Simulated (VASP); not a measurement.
# MgO (I4/mmm) in VASP: notebook

Runs on MgO. Level: PBE. Tasks: single point.

Everything below comes from runs of VASP 6.6.1. Logs are shortened: lines on timing, memory, paths and dates and some standing lists are left out, and cuts for length are marked.

## 1. The cell of the first run

The structure is tetragonal, space group I4/mmm (No. 139). The conventional cell has a = 3.008 Å, b = 3.008 Å, c = 3.999 Å, α = 90.00°, β = 90.00°, γ = 90.00°. Mg (site symmetry 4/mmm) has 6 O at 2.00 to 2.13 Å within 2.6 Å. Within 2.6 Å of O (site symmetry 4/mmm) lie 6 Mg at 2.00 to 2.13 Å.

## 2. Single point, PBE (strain -0.0600 x Voigt [0, 0, 1, 0, 0, 0])

File INCAR:

```
PREC = Accurate
ENCUT = 520
EDIFF = 1E-6
ISMEAR = 0
SIGMA = 0.05
LREAL = False
LASPH = True
NELM = 80
ALGO = Normal
ISIF = 2
LWAVE = False
LCHARG = False
GGA = PE
NBANDS = 11
```

File KPOINTS:

```
Automatic mesh
0
Gamma
  10 10 10
```

File POSCAR:

```
MgO
1.0
    0.0000000000      2.1269229054      1.9993075311
    2.1269229054      0.0000000000      1.9993075311
    2.1269229054      2.1269229054      0.0000000000
Mg O
1 1
Direct
    0.0000000000      0.0000000000      0.0000000000
    0.5000000000      0.5000000000      0.5000000000
```

Potentials or basis: VASP PAW PBE potentials, release 64 (Mg, O).

Started as:

```sh
cat potpaw_PBE.64/Mg/POTCAR potpaw_PBE.64/O/POTCAR > POTCAR
mpirun -np 1 vasp_std > vasp.out
```

OUTCAR:

```text
PREC = Accurate
   ENCUT = 520
   EDIFF = 1E-6
   ISMEAR = 0
   LREAL = False
   LASPH = True
   NELM = 80
   ISIF = 2
   GGA = PE

 ion  position               nearest neighbor table
   1  0.000  0.000  0.000-   2 2.00   2 2.00   2 2.13   2 2.13   2 2.13   2 2.13
   2  0.500  0.500  0.500-   1 2.00   1 2.00   1 2.13   1 2.13   1 2.13   1 2.13

  LATTYP: Found a body centered tetragonal cell.
 ALAT       =     3.0079232189
 C/A-ratio  =     1.3293607486

  Lattice vectors:

 A1 = (   0.0000000000,  -2.1269229054,  -1.9993075311)
 A2 = (   0.0000000000,   2.1269229054,  -1.9993075311)
 A3 = (   2.1269229054,   0.0000000000,   1.9993075311)

Analysis of symmetry for initial positions (statically):
=====================================================================
 Subroutine PRICEL returns:
 Original cell was already a primitive cell.

 Routine SETGRP: Setting up the symmetry group for a
 body centered tetragonal supercell.

 Subroutine GETGRP returns: Found 16 space group operations
 (whereof 16 operations were pure point group operations)
 out of a pool of 16 trial point group operations.

The static configuration has the point symmetry D_4h.

Analysis of symmetry for dynamics (positions and initial velocities):
=====================================================================
 Subroutine PRICEL returns:
 Original cell was already a primitive cell.

 Routine SETGRP: Setting up the symmetry group for a
 body centered tetragonal supercell.

 Subroutine GETGRP returns: Found 16 space group operations
 (whereof 16 operations were pure point group operations)
 out of a pool of 16 trial point group operations.

The dynamic configuration has the point symmetry D_4h.

 Subroutine INISYM returns: Found 16 space group operations
 (whereof 16 operations are pure point group operations),
 and found     1 'primitive' translations

----------------------------------------------------------------------------------------

                                     Primitive cell

  volume of cell :      18.0889

  direct lattice vectors                    reciprocal lattice vectors
     0.000000000  2.126922905  1.999307531    -0.235081393  0.235081393  0.250086589
     2.126922905  0.000000000  1.999307531     0.235081393 -0.235081393  0.250086589
     2.126922905  2.126922905  0.000000000     0.235081393  0.235081393 -0.250086589

  length of vectors
     2.919080617  2.919080617  3.007923219     0.416016616  0.416016616  0.416016616

  position of ions in fractional coordinates (direct lattice)
     0.000000000  0.000000000  0.000000000
     0.500000000  0.500000000  0.500000000

  ion indices of the primitive-cell ions
   primitive index   ion index
                 1           1
                 2           2

----------------------------------------------------------------------------------------

 KPOINTS: Automatic mesh

Automatic generation of k-mesh.
 Grid dimensions read from file:
 generate k-points for:   10   10   10

 Generating k-lattice:

  Cartesian coordinates                     Fractional coordinates (reciprocal lattice)
    -0.023508139  0.023508139  0.025008659     0.100000000 -0.000000000  0.000000000
     0.023508139 -0.023508139  0.025008659    -0.000000000  0.100000000  0.000000000
     0.023508139  0.023508139 -0.025008659     0.000000000  0.000000000  0.100000000

  Length of vectors
     0.041601662  0.041601662  0.041601662

  Shift w.r.t. Gamma in fractional coordinates (k-lattice)
     0.000000000  0.000000000  0.000000000

 Subroutine IBZKPT returns following result:
 ===========================================

 Found    102 irreducible k-points:

 Following reciprocal coordinates:
            Coordinates               Weight
  0.000000  0.000000  0.000000      1.000000
  0.100000  0.000000  0.000000      8.000000
  0.200000  0.000000  0.000000      8.000000
  0.300000  0.000000  0.000000      8.000000
  0.400000  0.000000  0.000000      8.000000
  0.500000  0.000000  0.000000      4.000000
[... 16 lines left out ...]
  0.300000  0.300000  0.000000      2.000000
  0.400000  0.300000  0.000000      8.000000
 [... further k-points ...]
   k-points           NKPTS =    102   k-points in BZ     NKDIM =    102   number of bands    NBANDS=     11
   number of dos      NEDOS =    301   number of ions     NIONS =      2
   total plane-waves  NPLWV =  13824
   dimension x,y,z NGX =    24 NGY =   24 NGZ =   24
   dimension x,y,z NGXF=    48 NGYF=   48 NGZF=   48
   ions per type =               1   1
   NGX,Y,Z   is equivalent  to a cutoff of  13.67, 13.67, 13.26 a.u.
   NGXF,Y,Z  is equivalent  to a cutoff of  27.34, 27.34, 26.53 a.u.
 SYSTEM =  unknown system
   PREC   = accura    normal or accurate (medium, high low for compatibility)
   ISTART =      0    job   : 0-new  1-cont  2-samecut
   ICHARG =      2    charge: 1-file 2-atom 10-const
   ISPIN  =      1    spin polarized calculation?
   LNONCOLLINEAR =      F non collinear calculations
   LSORBIT =      F    spin-orbit coupling
   LASPH  =      T    aspherical Exc in radial PAW
   ENCUT  =  520.0 eV  38.22 Ry    6.18 a.u.   5.43  5.43  5.59*2*pi/ulx,y,z
   NELM   =     80;   NELMIN=  2; NELMDL= -5     # of ELM steps
   EDIFF  = 0.1E-05   stopping-criterion for ELM
   LREAL  =      F    real-space projection
   EDIFFG = 0.1E-04   stopping-criterion for IOM
   NSW    =      0    number of steps for IOM
   IBRION =     -1    ionic relax: 0-MD 1-quasi-New 2-CG
   NFREE  =      0    steps in history (QN), initial steepest desc. (CG)
   ISIF   =      2    stress and relaxation
   ISYM   =      2    0-nonsym 1-usesym 2-fastsym
   POTIM  = 0.5000    time-step for ionic-motion
   TEBEG  =    0.0;   TEEND  =   0.0 temperature during run
   PSTRESS=    0.0 pullay stress
   NELECT =       8.0000    total number of electrons
   NUPDOWN=      -1.0000    fix difference up-down
   EMIN   =  10.00;   EMAX   =-10.00  energy-range for DOS
   EFERMI =   0.00;   METHOD = LEGACY
   ISMEAR =     0;   SIGMA  =   0.05  broadening in eV -4-tet -1-fermi 0-gaus
   EFERMI_NEDOS =   21; number of points for ismear=-14 and -15
   IALGO  =     38    algorithm
   IMIX   =      4    mixing-type and parameters
     AMIX     =   0.40;   BMIX     =  1.00
     AMIX_MAG =   1.60;   BMIX_MAG =  1.00
  volume/ion in A,a.u.               =       9.04        61.04
  Fermi-wavevector in a.u.,A,eV,Ry     =   1.247289  2.357035 21.166993  1.555730
  Thomas-Fermi vector in A             =   2.381428
   LORBIT       =      0    0 simple, 1 ext, 2 COOP (PROOUT), +10 PAW based schemes
   GGA     = PE    functional components
   LHFCALC =     F    Hartree Fock is set to
   AEXX    =    0.0000 exact exchange contribution
   IVDW    =     0    specifies the selected vdW correction
   LEPSILON=     F    determine dielectric tensor
   LRPA    =     F    only Hartree local field effects (RPA)
 non-spin polarized calculation
 Gauss-broadening in eV      SIGMA  =   0.05
  energy-cutoff  :      520.00
  volume of cell :       18.09
 maximum number of plane-waves:       515
 NGX is ok and might be reduce to    24
   NGX = 11   NGY = 11   NGZ = 11

 number of electron       8.0000003 magnetization

 Free energy of the ion-electron system (eV)
  ---------------------------------------------------
  ext. energy  EPLUGINS =         0.00000000
  ---------------------------------------------------
  free energy    TOTEN  =       -11.84027754 eV

  energy without entropy =      -11.84027754  energy(sigma->0) =      -11.84027754

 E-fermi :   3.8051     XC(G=0): -11.2265

 val. band max:        3.4721981356   @ k =   0.0000   0.0000   0.0000
 cond. band min:       8.4444236202   @ k =   0.0000   0.0000   0.0000
 fundamental gap:      4.9722254846
 Fermi energy:         3.8051384298

 k-point     1 :       0.0000    0.0000    0.0000
  band No.  band energies     occupation
      1     -14.0095      2.00000
      2       3.3289      2.00000
      3       3.4722      2.00000
      4       3.4722      2.00000
      5       8.4444      0.00000
      6      19.2400      0.00000
      7      19.2400      0.00000
      8      19.8970      0.00000
      9      23.4702      0.00000
     10      24.2091      0.00000
     11      26.3583      0.00000

 k-point     2 :       0.1000    0.0000    0.0000
  band No.  band energies     occupation
      1     -13.8974      2.00000
      2       2.7577      2.00000
      3       3.3260      2.00000
      4       3.3875      2.00000
      5       9.0692      0.00000
      6      18.1758      0.00000
      7      19.4717      0.00000
      8      19.9420      0.00000
      9      23.6564      0.00000
     10      25.0992      0.00000
     11      25.5529      0.00000

 k-point     3 :       0.2000    0.0000    0.0000
  band No.  band energies     occupation
      1     -13.5888      2.00000
      2       1.4129      2.00000
      3       3.1673      2.00000
      4       3.1742      2.00000
      5      10.2613      0.00000
      6      16.6692      0.00000
      7      19.8581      0.00000
      8      20.5588      0.00000
      9      23.2451      0.00000
     10      24.4805      0.00000
     11      26.3849      0.00000
[... 267 lines left out ...]
 k-point    23 :       0.3000    0.3000    0.0000
  band No.  band energies     occupation
      1     -12.8679      2.00000
      2       0.2003      2.00000
      3       2.3341      2.00000
      4       2.3341      2.00000
      5      12.6012      0.00000
      6      13.6318      0.00000
      7      19.0445      0.00000
      8      21.3611      0.00000
      9      21.3611      0.00000
     10      27.2728      0.00000
     11      32.5166      0.00000

 k-point    24 :       0.4000    0.3000    0.0000
  band No.  band energies     occupation
      1     -12.6028      2.00000
      2      -0.2128      2.00000
      3       1.9806      2.00000
      4       2.1589      2.00000
      5      13.1041      0.00000
      6      13.5467      0.00000
      7      18.0486      0.00000
      8      21.5789      0.00000
      9      21.8916      0.00000
     10      28.2225      0.00000
     11      31.8512      0.00000

 [... further k-points ...]

------------------------ aborting loop because EDIFF is reached ----------------------------------------

  FORCE on cell =-STRESS in cart. coord.  units (eV):
  Direction    XX          YY          ZZ          XY          YZ          ZX
  --------------------------------------------------------------------------------------
  -------------------------------------------------------------------------------------
  Total        0.6027584      0.6027584      2.5916185      0.0000000      0.0000000      0.0000000
  in kB       53.3876463     53.3876463    229.5453789      0.0000000      0.0000000      0.0000000
  external PRESSURE =     112.1068905 kB  Pullay stress =       0.0000000 kB

 VOLUME and BASIS-vectors are now :
 -----------------------------------------------------------------------------
  energy-cutoff  :      520.00
  volume of cell :       18.09
      direct lattice vectors                 reciprocal lattice vectors
     0.000000000  2.126922905  1.999307531    -0.235081393  0.235081393  0.250086589
     2.126922905  0.000000000  1.999307531     0.235081393 -0.235081393  0.250086589
     2.126922905  2.126922905  0.000000000     0.235081393  0.235081393 -0.250086589

 POSITION                                       TOTAL-FORCE (eV/Angst)
 -----------------------------------------------------------------------------------
      0.00000      0.00000      0.00000         0.000000     -0.000000      0.000000
      2.12692      2.12692      1.99931         0.000000      0.000000      0.000000
 -----------------------------------------------------------------------------------
    total drift:                               -0.000000     -0.000000      0.000000

  FREE ENERGIE OF THE ION-ELECTRON SYSTEM (eV)
  ---------------------------------------------------
  free  energy   TOTEN  =       -11.8402775398 eV

  energy  without entropy=      -11.8402775398  energy(sigma->0) =      -11.84027754
```

Wall time 9.3 s (1 thread of Intel Xeon Platinum 8559C (Emerald Rapids), shared host); peak memory 0.14 GiB.

Results:

- Free energy: -11.8403 eV
- Pressure: 11.2 GPa
- Band gap on the k mesh: 4.97 eV, direct

Stress tensor (GPa, compression positive):
```
 5.34  0.00  0.00
 0.00  5.34  0.00
 0.00  0.00 22.95
```

Levels at points of the mesh, in eV from the valence-band top:
| k point | band 1 | band 2 | band 3 | band 4 | band 5 | band 6 | band 7 | band 8 | band 9 |
| --- | --- | --- | --- | --- | --- | --- | --- | --- | --- |
| (0.00, 0.00, 0.00) | -17.48 | -0.14 | 0.00 | 0.00 | 4.97 | 15.77 | 15.77 | 16.42 | 20.00 |
| (0.50, 0.00, 0.00) | -16.11 | -4.80 | -0.81 | -0.68 | 8.04 | 12.90 | 15.92 | 17.45 | 21.29 |
| (0.50, 0.50, 0.00) | -15.74 | -4.09 | -1.62 | -1.62 | 8.69 | 10.28 | 13.96 | 18.96 | 18.96 |
| (0.50, 0.00, 0.50) | -15.91 | -4.34 | -1.53 | -1.15 | 9.38 | 10.33 | 13.12 | 19.09 | 20.31 |

Caveat: the cell differs from its parent crystal (strain -0.0600 x Voigt [0, 0, 1, 0, 0, 0]).

## 3. Single point, PBE (strain -0.0450 x Voigt [0, 0, 1, 0, 0, 0])

File INCAR:

```
SYSTEM = MgO
PREC = Accurate ; ENCUT = 520
EDIFF = 1E-7 ; ISMEAR = 0
SIGMA = 0.05 ; LREAL = .False.
LASPH = .True. ; NELM = 100
ALGO = Normal ; ISIF = 2
LWAVE = .False. ; LCHARG = .False.
GGA = PE ; NBANDS = 11
```

File KPOINTS:

```
Automatic mesh
0
Gamma
  10 10 10
  0 0 0
```

File POSCAR:

```
MgO
1.0
    0.0000000000      2.1269229054      2.0312113747
    2.1269229054      0.0000000000      2.0312113747
    2.1269229054      2.1269229054      0.0000000000
Mg O
1 1
Direct
    0.0000000000      0.0000000000      0.0000000000
    0.5000000000      0.5000000000      0.5000000000
```

Potentials or basis: VASP PAW PBE potentials, release 64 (Mg, O).

Started as:

```sh
cat potpaw_PBE.64/Mg/POTCAR potpaw_PBE.64/O/POTCAR > POTCAR
mpirun -np 1 vasp_std > vasp.out
```

OUTCAR:

```text
SYSTEM = MgO
   PREC = Accurate
   ENCUT = 520
   EDIFF = 1E-7
   ISMEAR = 0
   LREAL = .False.
   LASPH = .True.
   NELM = 100
   ISIF = 2
   GGA = PE

 ion  position               nearest neighbor table
   1  0.000  0.000  0.000-   2 2.03   2 2.03   2 2.13   2 2.13   2 2.13   2 2.13
   2  0.500  0.500  0.500-   1 2.03   1 2.03   1 2.13   1 2.13   1 2.13   1 2.13

  LATTYP: Found a body centered tetragonal cell.
 ALAT       =     3.0079232189
 C/A-ratio  =     1.3505739521

  Lattice vectors:

 A1 = (   0.0000000000,  -2.1269229054,  -2.0312113747)
 A2 = (   0.0000000000,   2.1269229054,  -2.0312113747)
 A3 = (   2.1269229054,   0.0000000000,   2.0312113747)

Analysis of symmetry for initial positions (statically):
=====================================================================
 Subroutine PRICEL returns:
 Original cell was already a primitive cell.

 Routine SETGRP: Setting up the symmetry group for a
 body centered tetragonal supercell.

 Subroutine GETGRP returns: Found 16 space group operations
 (whereof 16 operations were pure point group operations)
 out of a pool of 16 trial point group operations.

The static configuration has the point symmetry D_4h.

Analysis of symmetry for dynamics (positions and initial velocities):
=====================================================================
 Subroutine PRICEL returns:
 Original cell was already a primitive cell.

 Routine SETGRP: Setting up the symmetry group for a
 body centered tetragonal supercell.

 Subroutine GETGRP returns: Found 16 space group operations
 (whereof 16 operations were pure point group operations)
 out of a pool of 16 trial point group operations.

The dynamic configuration has the point symmetry D_4h.

 Subroutine INISYM returns: Found 16 space group operations
 (whereof 16 operations are pure point group operations),
 and found     1 'primitive' translations

----------------------------------------------------------------------------------------

                                     Primitive cell
[... 114 lines left out ...]
  Thomas-Fermi vector in A             =   2.375153
   LORBIT       =      0    0 simple, 1 ext, 2 COOP (PROOUT), +10 PAW based schemes
   GGA     = PE    functional components
   LHFCALC =     F    Hartree Fock is set to
   AEXX    =    0.0000 exact exchange contribution
   IVDW    =     0    specifies the selected vdW correction
   LEPSILON=     F    determine dielectric tensor
   LRPA    =     F    only Hartree local field effects (RPA)
 non-spin polarized calculation
 Gauss-broadening in eV      SIGMA  =   0.05
  energy-cutoff  :      520.00
  volume of cell :       18.38
 maximum number of plane-waves:       517
 NGX is ok and might be reduce to    24
   NGX = 11   NGY = 11   NGZ = 11

 number of electron       8.0000004 magnetization

 Free energy of the ion-electron system (eV)
  ---------------------------------------------------
  ext. energy  EPLUGINS =         0.00000000
  ---------------------------------------------------
  free energy    TOTEN  =       -11.87499665 eV

  energy without entropy =      -11.87499665  energy(sigma->0) =      -11.87499665

 E-fermi :   3.6647     XC(G=0): -11.1534

 val. band max:        3.3419944053   @ k =   0.0000   0.0000   0.0000
 cond. band min:       8.1809057510   @ k =   0.0000   0.0000   0.0000
 fundamental gap:      4.8389113457
 Fermi energy:         3.6646574527

 k-point     1 :       0.0000    0.0000    0.0000
  band No.  band energies     occupation
      1     -14.0431      2.00000
      2       3.2349      2.00000
      3       3.3420      2.00000
      4       3.3420      2.00000
      5       8.1809      0.00000
      6      19.0662      0.00000
      7      19.0662      0.00000
      8      19.5513      0.00000
      9      23.1928      0.00000
     10      24.2033      0.00000
     11      25.7693      0.00000
[... 309 lines left out ...]
 k-point    24 :       0.4000    0.3000    0.0000
  band No.  band energies     occupation
      1     -12.6984      2.00000
      2      -0.2932      2.00000
      3       1.9119      2.00000
      4       2.0991      2.00000
      5      12.9464      0.00000
      6      13.3585      0.00000
      7      17.5669      0.00000
      8      21.3620      0.00000
      9      21.6460      0.00000
     10      28.0315      0.00000
     11      31.1784      0.00000

 [... further k-points ...]
[... 5 lines left out ...]
  --------------------------------------------------------------------------------------
  -------------------------------------------------------------------------------------
  Total        0.4219557      0.4219557      1.7617755      0.0000000      0.0000000     -0.0000000
  in kB       36.7865315     36.7865315    153.5933971      0.0000000      0.0000000     -0.0000000
  external PRESSURE =      75.7221534 kB  Pullay stress =       0.0000000 kB

 VOLUME and BASIS-vectors are now :
 -----------------------------------------------------------------------------
  energy-cutoff  :      520.00
  volume of cell :       18.38
      direct lattice vectors                 reciprocal lattice vectors
     0.000000000  2.126922905  2.031211375    -0.235081393  0.235081393  0.246158527
     2.126922905  0.000000000  2.031211375     0.235081393 -0.235081393  0.246158527
     2.126922905  2.126922905  0.000000000     0.235081393  0.235081393 -0.246158527

 POSITION                                       TOTAL-FORCE (eV/Angst)
 -----------------------------------------------------------------------------------
      0.00000      0.00000      0.00000        -0.000000      0.000000      0.000000
      2.12692      2.12692      2.03121         0.000000     -0.000000     -0.000000
 -----------------------------------------------------------------------------------
    total drift:                               -0.000000     -0.000000      0.000000

  FREE ENERGIE OF THE ION-ELECTRON SYSTEM (eV)
  ---------------------------------------------------
  free  energy   TOTEN  =       -11.8749966548 eV

  energy  without entropy=      -11.8749966548  energy(sigma->0) =      -11.87499665
```

Wall time 9.6 s (1 thread of Intel Xeon Platinum 8559C (Emerald Rapids), shared host); peak memory 0.15 GiB.

Results:

```yaml
Free_energy: -11.8750 eV
Pressure: 7.6 GPa
Band_gap_on_the_k_mesh: 4.84 eV, direct
```

Levels at points of the mesh, in eV from the valence-band top:
```tsv
k point	band 1	band 2	band 3	band 4	band 5	band 6	band 7	band 8
(0.00, 0.00, 0.00)	-17.39	-0.11	0.00	0.00	4.84	15.72	15.72	16.21
(0.50, 0.00, 0.00)	-16.06	-4.72	-0.76	-0.66	7.96	12.74	15.94	17.04
(0.50, 0.50, 0.00)	-15.72	-4.06	-1.54	-1.54	8.79	10.10	13.65	18.84
(0.50, 0.00, 0.50)	-15.84	-4.24	-1.47	-1.19	9.29	10.15	13.03	18.94
```

Caveat: the cell differs from its parent crystal (strain -0.0450 x Voigt [0, 0, 1, 0, 0, 0]).
